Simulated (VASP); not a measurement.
S, 4 atoms in the cell. It takes space group P4_2/mnm (No. 136, tetragonal). Conventional cell: a = 5.678 Å, b = 5.678 Å, c = 2.950 Å, α = 90.00°, β = 90.00°, γ = 90.00°. S (site symmetry m2m) has 1 S at 1.87 Å within 2.5 Å. 

- Program: VASP 6.6.1
- Task: relaxation of cell and atoms
- Functional: PBEsol
- Potentials or basis: VASP PAW PBE potentials, release 64 (S)
- Cutoff: 600 eV
- k mesh: 4 × 4 × 7
- Occupations: gaussian, width 0.05 eV
- Spin: no spin polarisation
- Target pressure: 20 GPa
- Dipole correction: no
- Further INCAR settings: ALGO = Normal; EDIFF = 1e-06; IBRION = 2; EDIFFG = -0.02; NSW = 80; ISIF = 3

Potentials or basis: VASP PAW PBE potentials, release 64 (S).

Launch:

```console
$ cat potpaw_PBE.64/S/POTCAR > POTCAR
$ mpirun -np 1 vasp_std > vasp.out
```

Hardware: 1 thread of Intel(R) Xeon(R) 6975P-C (Granite Rapids) (shared host).

How long does it take, and how much memory?

Wall time 2.5 min on 1 thread of Intel(R) Xeon(R) 6975P-C (Granite Rapids) (shared host), peak memory 0.24 GiB. Counts: scf iterations 111, k points 24, ion steps 15.
